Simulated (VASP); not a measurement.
Input of a VASP 6.6.1 run:

The input INCAR:

```
SYSTEM = HfO2
PREC = Accurate
ENCUT = 520
EDIFF = 1E-6
ISMEAR = 0
SIGMA = 0.01
LREAL = .FALSE.
LASPH = .TRUE.
NELM = 100
ALGO = Normal
ISIF = 2
LWAVE = .FALSE.
LCHARG = .TRUE.
GGA = PE
LELF = .TRUE.
LVHAR = .TRUE.
NBANDS = 31
```

KPOINTS

```
regular mesh
0
G
  6 6 4
  0 0 0
```

The input POSCAR:

```
HfO2
1.0
    3.5580190000      0.0000000000      0.0000000000
    0.0000000000      3.5580190000      0.0000000000
    0.0000000000      0.0000000000      5.1718610000
Hf O
2 4
Direct
    0.5000000000      0.5000000000      0.5000000000
    0.0000000000      0.0000000000      0.0000000000
    0.0000000000      0.5000000000      0.6972080000
    0.5000000000      0.0000000000      0.8027920000
    0.5000000000      0.0000000000      0.3027920000
    0.0000000000      0.5000000000      0.1875403001
```

Potentials or basis: VASP PAW PBE potentials, release 64 (Hf_pv, O).

Command:

```console
$ cat potpaw_PBE.64/Hf_pv/POTCAR potpaw_PBE.64/O/POTCAR > POTCAR
$ mpirun -np 1 vasp_std > vasp.out
```

Estimate the largest force.

0.827 eV/Å.

What does it give for the band gap on the k mesh?

4.75 eV, indirect (least direct gap 4.82 eV).

Forces in eV/Å, atoms in the order of the input:
```
Hf   0.000  0.000  0.085
Hf   0.000  0.000 -0.358
O    0.000  0.000 -0.334
O    0.000  0.000 -0.170
O    0.000  0.000 -0.050
O    0.000  0.000  0.827
```

Caveat: spin-orbit coupling is left out, which moves the levels of the heavy elements. A k mesh can miss the band edges.
